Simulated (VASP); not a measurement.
# CdTe (Pnma) in VASP: single point with PBE

Aim: the single point of CdTe with PBE.

Everything below comes from runs of VASP 6.6.1. Logs are shortened: lines on timing, memory, paths and dates and some standing lists are left out, and cuts for length are marked.

## (1) The cell of the first run

It takes space group Pnma (No. 62, orthorhombic). Conventional cell: a = 8.610 Å, b = 4.814 Å, c = 8.051 Å, α = 90.00°, β = 90.00°, γ = 90.00°. Cd (site symmetry m) has 4 Te at 2.82 to 2.92 Å within 3.7 Å. Within 3.7 Å of Te (site symmetry m) lie 4 Cd at 2.82 to 2.92 Å.

## (2) Single point, PBE

File INCAR:

```
SYSTEM = CdTe
PREC     = Accurate       ! precision mode
ENCUT    = 520            ! plane-wave cutoff, eV
EDIFF    = 1E-6           ! SCF threshold, eV
ISMEAR   = 0              ! smearing method
SIGMA    = 0.02           ! smearing width, eV
LREAL    = .FALSE.        ! projectors in reciprocal space
LASPH    = .TRUE.         ! aspherical terms in the spheres
NELM     = 60             ! most SCF steps
ALGO     = Normal         ! electronic algorithm
ISIF     = 2              ! what is computed and relaxed
LWAVE    = .FALSE.        ! write WAVECAR
LCHARG   = .FALSE.        ! write CHGCAR
GGA      = PE             ! functional
NBANDS   = 46             ! bands
```

File KPOINTS:

```
regular mesh
0
G
  4 6 4
  0 0 0
```

File POSCAR:

```
CdTe
1.0
    8.6097497660      0.0000000000      0.0000000000
    0.0000000000      4.8142365280      0.0000000000
    0.0000000000      0.0000000000      8.0512862614
Cd Te
4 4
Direct
    0.8471352555      0.7500000000      0.3973714405
    0.6528647445      0.2500000000      0.8973714405
    0.3471352555      0.7500000000      0.1026285595
    0.1528647445      0.2500000000      0.6026285595
    0.8140747334      0.2500000000      0.5922769031
    0.6859252666      0.7500000000      0.0922769031
    0.3140747334      0.2500000000      0.9077230969
    0.1859252666      0.7500000000      0.4077230969
```

Potentials or basis: VASP PAW PBE potentials, release 64 (Cd, Te).

Started as:

```
$ cat potpaw_PBE.64/Cd/POTCAR potpaw_PBE.64/Te/POTCAR > POTCAR
$ mpirun -np 1 vasp_std > vasp.out
```

OUTCAR:

```text
SYSTEM = CdTe
   PREC = Accurate
   ENCUT = 520
   EDIFF = 1E-6
   ISMEAR = 0
   LREAL = .FALSE.
   LASPH = .TRUE.
   NELM = 60
   ISIF = 2
   GGA = PE

 ion  position               nearest neighbor table
   1  0.847  0.750  0.397-   6 2.82   5 2.89   5 2.89   8 2.92
   2  0.653  0.250  0.897-   5 2.82   6 2.89   6 2.89   7 2.92
   3  0.347  0.750  0.103-   8 2.82   7 2.89   7 2.89   6 2.92
   4  0.153  0.250  0.603-   7 2.82   8 2.89   8 2.89   5 2.92
   5  0.814  0.250  0.592-   2 2.82   1 2.89   1 2.89   4 2.92
   6  0.686  0.750  0.092-   1 2.82   2 2.89   2 2.89   3 2.92
   7  0.314  0.250  0.908-   4 2.82   3 2.89   3 2.89   2 2.92
   8  0.186  0.750  0.408-   3 2.82   4 2.89   4 2.89   1 2.92

  LATTYP: Found a simple orthorhombic cell.
 ALAT       =     4.8142365280
 B/A-ratio  =     1.6723910873
 C/A-ratio  =     1.7883935939

  Lattice vectors:

 A1 = (   0.0000000000,   4.8142365280,   0.0000000000)
 A2 = (   0.0000000000,   0.0000000000,   8.0512862614)
 A3 = (   8.6097497660,   0.0000000000,   0.0000000000)

Analysis of symmetry for initial positions (statically):
=====================================================================
 Subroutine PRICEL returns:
 Original cell was already a primitive cell.

 Routine SETGRP: Setting up the symmetry group for a
 simple orthorhombic supercell.

 Subroutine GETGRP returns: Found  8 space group operations
 (whereof  2 operations were pure point group operations)
 out of a pool of  8 trial point group operations.

The static configuration has the point symmetry S_2 .
 The point group associated with its full space group is D_2h.

Analysis of symmetry for dynamics (positions and initial velocities):
=====================================================================
 Subroutine PRICEL returns:
 Original cell was already a primitive cell.

 Routine SETGRP: Setting up the symmetry group for a
 simple orthorhombic supercell.

 Subroutine GETGRP returns: Found  8 space group operations
 (whereof  2 operations were pure point group operations)
 out of a pool of  8 trial point group operations.

The dynamic configuration has the point symmetry S_2 .
 The point group associated with its full space group is D_2h.

 Subroutine INISYM returns: Found  8 space group operations
 (whereof  2 operations are pure point group operations),
 and found     1 'primitive' translations

[... 104 lines left out ...]
   ENCUT  =  520.0 eV  38.22 Ry    6.18 a.u.  16.01  8.95 14.97*2*pi/ulx,y,z
   NELM   =     60;   NELMIN=  2; NELMDL= -5     # of ELM steps
   EDIFF  = 0.1E-05   stopping-criterion for ELM
   LREAL  =      F    real-space projection
   EDIFFG = 0.1E-04   stopping-criterion for IOM
   NSW    =      0    number of steps for IOM
   IBRION =     -1    ionic relax: 0-MD 1-quasi-New 2-CG
   NFREE  =      0    steps in history (QN), initial steepest desc. (CG)
   ISIF   =      2    stress and relaxation
   ISYM   =      2    0-nonsym 1-usesym 2-fastsym
   POTIM  = 0.5000    time-step for ionic-motion
   TEBEG  =    0.0;   TEEND  =   0.0 temperature during run
   PSTRESS=    0.0 pullay stress
   NELECT =      72.0000    total number of electrons
   NUPDOWN=      -1.0000    fix difference up-down
   EMIN   =  10.00;   EMAX   =-10.00  energy-range for DOS
   EFERMI =   0.00;   METHOD = LEGACY
   ISMEAR =     0;   SIGMA  =   0.02  broadening in eV -4-tet -1-fermi 0-gaus
   EFERMI_NEDOS =   21; number of points for ismear=-14 and -15
   IALGO  =     38    algorithm
   IMIX   =      4    mixing-type and parameters
     AMIX     =   0.40;   BMIX     =  1.00
     AMIX_MAG =   1.60;   BMIX_MAG =  1.00
  volume/ion in A,a.u.               =      41.72       281.51
  Fermi-wavevector in a.u.,A,eV,Ry     =   0.981879  1.855482 13.117188  0.964086
  Thomas-Fermi vector in A             =   2.112919
   LORBIT       =      0    0 simple, 1 ext, 2 COOP (PROOUT), +10 PAW based schemes
   GGA     = PE    functional components
   LHFCALC =     F    Hartree Fock is set to
   AEXX    =    0.0000 exact exchange contribution
   IVDW    =     0    specifies the selected vdW correction
   LEPSILON=     F    determine dielectric tensor
   LRPA    =     F    only Hartree local field effects (RPA)
 non-spin polarized calculation
 Gauss-broadening in eV      SIGMA  =   0.02
  energy-cutoff  :      520.00
  volume of cell :      333.72
 maximum number of plane-waves:      9032
   NGX = 33   NGY = 17   NGZ = 29

 number of electron      72.0000020 magnetization

 Free energy of the ion-electron system (eV)
  ---------------------------------------------------
  ext. energy  EPLUGINS =         0.00000000
  ---------------------------------------------------
  free energy    TOTEN  =       -18.58892749 eV

  energy without entropy =      -18.58892749  energy(sigma->0) =      -18.58892749

 E-fermi :   0.9135     XC(G=0):  -7.5168

 val. band max:        0.8090753978   @ k =   0.0000   0.0000   0.0000
 cond. band min:       1.5891323056   @ k =   0.0000   0.0000   0.0000
 fundamental gap:      0.7800569078
 Fermi energy:         0.9135351494

 k-point     1 :       0.0000    0.0000    0.0000
  band No.  band energies     occupation
      1      -9.8935      2.00000
      2      -9.5721      2.00000
      3      -9.5474      2.00000
      4      -9.4554      2.00000
      5      -7.2924      2.00000
      6      -7.2459      2.00000
[... 1165 lines left out ...]
     45       6.6135      0.00000
     46       6.6135      0.00000

 [... further k-points ...]
[... 5 lines left out ...]
  --------------------------------------------------------------------------------------
  -------------------------------------------------------------------------------------
  Total        0.2539524      0.1526958      0.2762276      0.0000000     -0.0000000      0.0000000
  in kB        1.2192131      0.7330851      1.3261554      0.0000000     -0.0000000      0.0000000
  external PRESSURE =       1.0928179 kB  Pullay stress =       0.0000000 kB

 VOLUME and BASIS-vectors are now :
 -----------------------------------------------------------------------------
  energy-cutoff  :      520.00
  volume of cell :      333.72
      direct lattice vectors                 reciprocal lattice vectors
     8.609749766  0.000000000  0.000000000     0.116147394  0.000000000  0.000000000
     0.000000000  4.814236528  0.000000000     0.000000000  0.207717256  0.000000000
     0.000000000  0.000000000  8.051286261     0.000000000  0.000000000  0.124203757

 POSITION                                       TOTAL-FORCE (eV/Angst)
 -----------------------------------------------------------------------------------
      7.29362      3.61068      3.19935        -0.003565     -0.000000     -0.001286
      5.62100      1.20356      7.22499         0.003565     -0.000000     -0.001286
      2.98875      3.61068      0.82629        -0.003565      0.000000      0.001286
      1.31613      1.20356      4.85194         0.003565      0.000000      0.001286
      7.00898      1.20356      4.76859        -0.003476     -0.000000      0.001300
      5.90564      3.61068      0.74295         0.003476     -0.000000      0.001300
      2.70410      1.20356      7.30834        -0.003476     -0.000000     -0.001300
      1.60077      3.61068      3.28270         0.003476     -0.000000     -0.001300
 -----------------------------------------------------------------------------------
    total drift:                               -0.000000     -0.000000      0.000000

  FREE ENERGIE OF THE ION-ELECTRON SYSTEM (eV)
  ---------------------------------------------------
  free  energy   TOTEN  =       -18.5889274935 eV

  energy  without entropy=      -18.5889274935  energy(sigma->0) =      -18.58892749
```

OSZICAR:

```text
N       E                     dE             d eps       ncg     rms          rms(c)
DAV:   1     0.461735989512E+03    0.46174E+03   -0.30983E+04  3312   0.133E+03
DAV:   2     0.843149165649E+01   -0.45330E+03   -0.44131E+03  3726   0.311E+02
DAV:   3    -0.191512153570E+02   -0.27583E+02   -0.27440E+02  3960   0.759E+01
DAV:   4    -0.196403907079E+02   -0.48918E+00   -0.48876E+00  4008   0.881E+00
DAV:   5    -0.196484375136E+02   -0.80468E-02   -0.80466E-02  4020   0.124E+00    0.991E+00
DAV:   6    -0.186458341871E+02    0.10026E+01   -0.22105E+00  3456   0.100E+01    0.829E+00
DAV:   7    -0.185861776994E+02    0.59656E-01   -0.80055E-01  3624   0.323E+00    0.318E+00
DAV:   8    -0.185873577333E+02   -0.11800E-02   -0.60058E-02  3570   0.185E+00    0.111E+00
DAV:   9    -0.185889496407E+02   -0.15919E-02   -0.77910E-03  3742   0.629E-01    0.290E-01
DAV:  10    -0.185887500611E+02    0.19958E-03   -0.12437E-03  3548   0.246E-01    0.155E-01
DAV:  11    -0.185889132498E+02   -0.16319E-03   -0.83284E-04  3582   0.152E-01    0.446E-02
DAV:  12    -0.185889231935E+02   -0.99437E-05   -0.82335E-05  3808   0.495E-02    0.475E-02
DAV:  13    -0.185889239973E+02   -0.80379E-06   -0.10242E-05  3292   0.101E-02    0.121E-02
DAV:  14    -0.185889269455E+02   -0.29483E-05   -0.84780E-06  3494   0.164E-02    0.101E-02
DAV:  15    -0.185889274935E+02   -0.54802E-06   -0.21407E-07  2358   0.296E-03
   1 F= -.18588927E+02 E0= -.18588927E+02  d E =-.167034E-15
```

Run time: 8 min. Hardware: 1 thread of Intel Xeon Platinum 8259CL at 2.50GHz (Skylake/Cascade Lake), shared host; peak memory 0.65 GiB.

What came out:

```yaml
Free_energy: -18.5889 eV
Pressure: 0.1 GPa
Largest_force: 0.004 eV/Å
Band_gap_on_the_k_mesh: 0.78 eV
```

Forces in eV/Å, atoms in the order of the input:
```
Cd  -0.004  0.000 -0.001
Cd   0.004  0.000 -0.001
Cd  -0.004  0.000  0.001
Cd   0.004  0.000  0.001
Te  -0.003  0.000  0.001
Te   0.003  0.000  0.001
Te  -0.003  0.000 -0.001
Te   0.003  0.000 -0.001
```

Levels at points of the mesh, in eV from the valence-band top:
| k point | band 34 | band 35 | band 36 | band 37 | band 38 | band 39 |
| --- | --- | --- | --- | --- | --- | --- |
| (0.00, 0.00, 0.00) | -0.18 | -0.18 | 0.00 | 0.78 | 1.86 | 2.21 |
| (0.50, 0.00, 0.00) | -0.46 | -0.21 | -0.21 | 1.66 | 1.66 | 2.54 |
| (0.00, 0.50, 0.00) | -1.29 | -0.64 | -0.64 | 2.85 | 2.85 | 3.17 |
| (0.50, 0.50, 0.00) | -0.88 | -0.88 | -0.88 | 3.28 | 3.28 | 3.28 |
| (0.00, 0.00, 0.50) | -0.65 | -0.42 | -0.42 | 2.22 | 2.22 | 2.88 |
| (0.50, 0.00, 0.50) | -0.45 | -0.39 | -0.39 | 2.05 | 2.05 | 2.57 |
| (0.00, 0.50, 0.50) | -0.75 | -0.39 | -0.39 | 2.40 | 2.40 | 2.43 |
| (0.50, 0.50, 0.50) | -1.00 | -1.00 | -1.00 | 2.48 | 2.48 | 2.48 |

Caveat: semilocal functionals underestimate gaps, and a narrow one can read as zero; spin-orbit coupling is left out, which moves the levels of the heavy elements.
